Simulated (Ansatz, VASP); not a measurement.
## ZnSe in VASP and in Ansatz

Contents of POSCAR:

```
ZnSe
1.0
    0.0000000000      2.7451851078      3.0197036185
    2.7451851078      0.0000000000      3.0197036185
    2.7451851078      2.7451851078      0.0000000000
Zn Se
1 1
Direct
    0.0000000000      0.0000000000      0.0000000000
    0.7500000000      0.7500000000      0.7500000000
```

INCAR.step1

```
SYSTEM = ZnSe
ALGO = Normal
EDIFF = 1E-4
ENCUT = 520
GGA = PE
ISMEAR = 0
LASPH = .TRUE.
LCHARG = .FALSE.
LREAL = .FALSE.
LWAVE = .TRUE.
NBANDS = 16
NELM = 100
PREC = Accurate
SIGMA = 0.05
```

The input INCAR.step2:

```
SYSTEM = ZnSe
ALGO = Normal
EDIFF = 1E-6
ENCUT = 520
ISIF = 2
ISMEAR = 0
ISTART = 1
LASPH = .TRUE.
LCHARG = .FALSE.
LMIXTAU = .TRUE.
LREAL = .FALSE.
LWAVE = .FALSE.
METAGGA = R2SCAN
NBANDS = 16
NELM = 100
PREC = Accurate
SIGMA = 0.05
```

The input KPOINTS:

```
k-points
0
G
  10 10 10
  0 0 0
```

Input for Ansatz:

```yaml
crystal:
  lattice:
    - [0.0, 2.7451851078, 3.0197036185]
    - [2.7451851078, 0.0, 3.0197036185]
    - [2.7451851078, 2.7451851078, 0.0]
  atoms:
    - { symbol: Zn, position: [0.0, 0.0, 0.0] }
    - { symbol: Se, position: [0.75, 0.75, 0.75] }
basis:
  ecutwfc: 500
kpoints:
  mp_grid: { grid: [10, 10, 10] }
hamiltonian:
  xc: r2scan
scf:
  occupations: { method: gaussian, width: 0.05 }
output:
  forces: true
  stress: true
  eigenvalues: true
```

Alike in both runs: task single point; functional r2SCAN; k mesh 10 × 10 × 10; occupations gaussian, width 0.05 eV; no spin polarisation.

```csv
,VASP,Ansatz
version,VASP 6.6.1,Ansatz 0.2.0
potentials or method,"VASP PAW PBE potentials, release 64 (Zn, Se), cutoff 520 eV","scalar-relativistic, plane waves, PAW"
valence electrons in the cell,18,28
```

|  | VASP | Ansatz | Ansatz less VASP |
| --- | --- | --- | --- |
| gap on the k mesh at the Fermi level (eV) | 1.68 | 1.68 | -0.003 |
| least direct gap on the mesh (eV) | 1.68 | 1.68 | -0.003 |
| pressure (GPa) | -0.2 | -0.2 | -0.08 |
| traceless stress, the component that is largest in VASP (GPa) | -2.88 | -2.85 | +0.027 |

VASP's potentials were made for PBE, not for r2SCAN. With one functional, cell and mesh, what is left measures potentials, basis and numerics. VASP's potentials hold 18 valence electrons a cell and Ansatz's 28, so a difference there can come from the potentials and not from the codes.
